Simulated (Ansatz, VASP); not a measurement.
**Cu in VASP and in Ansatz**

```
CELL_PARAMETERS angstrom
1.19556 -3.74397 0.00000
1.19556 3.74397 0.00000
0.00000 0.00000 2.33326
ATOMIC_POSITIONS crystal
Cu 0.13385 0.86615 0.25000
Cu 0.86615 0.13385 0.75000
```

Change from the starting cell: volume 10.444 Å^3 an atom, stretch along a over the lengths across it, relative to the relaxed cell 1.0409.

Alike in both runs: task single point; functional PBEsol; k mesh 22 × 22 × 20; occupations gaussian, width 0.15 eV; no spin polarisation.

|  | VASP | Ansatz |
| --- | --- | --- |
| version | VASP 6.6.1 | Ansatz 0.2.0 |
| potentials or method | VASP PAW PBE potentials, release 64 (Cu), cutoff 520 eV | scalar-relativistic, plane waves, PAW |
| valence electrons in the cell | 22 | 38 |

VASP gave:

```
gap on the k mesh at the Fermi level (eV) : none
rms of the force components (eV/Å)        : 0.008
```

Problem. Estimate Ansatz's values.

Solution. gap on the k mesh at the Fermi level (eV): none; rms of the force components (eV/Å): 0.003.

VASP's potentials were made for PBE, not for PBEsol, and Ansatz warns of the same on its side. Atom by atom the forces differ by 0.005 eV/Å (rms over components). A gap of «none» marks a metal or a gap that the smearing closes. With one functional, cell and mesh, what is left measures potentials, basis and numerics. VASP's potentials hold 22 valence electrons a cell and Ansatz's 38, so a difference there can come from the potentials and not from the codes.
